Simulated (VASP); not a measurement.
Runs of VASP 6.6.1 on W. The structure is that of space group Im-3m (No. 229), or close to it. The cells are those of the table. 

```tsv
task	cell	k mesh for the DOS	occupations for the DOS	gap on the mesh (eV)	pressure (GPa)
single point	a = 2.290 Å, angles 109.5°, 1 atom	-	-	none	497.1
single point	a = 2.621 Å, angles 109.5°, 1 atom	-	-	none	(a)
single point	a = 2.715 Å, angles 109.5°, 1 atom	-	-	none	2.0
single point	a = 2.411 Å, angles 109.5°, 1 atom	-	-	none	256.3
```

Alike in all rows: level LDA; potentials or basis VASP PAW LDA potentials, release 64 (W_sv); no spin polarisation; k mesh 19 × 19 × 19; cutoff (eV) 520; smearing fermi-dirac 0.08 eV.

Question: Fill in the values left out.

Answer: (a) 47.1.

Caveats: spin-orbit coupling is left out, which moves the levels of the heavy elements.

A k mesh can miss the band edges, and the runs leave out spin-orbit coupling on W.

A gap of «none» marks levels without a gap at the run's occupations.
